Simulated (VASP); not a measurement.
Input of a VASP 6.6.1 run:

INCAR

```
SYSTEM = W
PREC = Accurate ; ENCUT = 520
EDIFF = 1E-6 ; ISMEAR = 0
SIGMA = 0.15 ; LREAL = .False.
LASPH = .True. ; NELM = 100
ALGO = Fast ; ISIF = 2
LWAVE = .False. ; LCHARG = .True.
GGA = PS ; LELF = .True.
LVHAR = .True. ; NBANDS = 36
```

Contents of KPOINTS:

```
regular mesh
0
Gamma
  8 8 8
  0 0 0
```

The input POSCAR:

```
W
1.0
    3.9979915334      0.0000000000      0.0000000000
    0.0000000000     -3.9979915334      0.0000000000
    0.0000000000      0.0000000000     -3.9979915334
W
4
Direct
    0.0080153903      0.4924479962      0.4976739624
    0.4973282032      0.0025173346      0.5007753459
    0.4973282032      0.5025173346      0.0007753459
   -0.0026717968      0.0025173346      0.0007753459
```

Potentials or basis: VASP PAW PBE potentials, release 64 (W_sv).

Run with:

```sh
$ cat potpaw_PBE.64/W_sv/POTCAR > POTCAR
$ mpirun -np 1 vasp_std > vasp.out
```

Task: Estimate the band gap on the k mesh.

Result: Zero (bands 28 and 29 overlap by 2.98 eV).

Task: Predict the pressure.

Result: 0.6 GPa.

Task: What does it give for the largest force?

Result: 0.698 eV/Å.

Stress tensor (GPa, compression positive):
```
 0.47 -0.33 -0.10
-0.33  0.51 -0.10
-0.10 -0.10  0.80
```

Caveat: the cell differs from its parent crystal (atom 1 moved 0.06 Å); the PAW data sets were made with another functional, which shifts forces and pressure a little; spin-orbit coupling is left out, which moves the levels of the heavy elements.
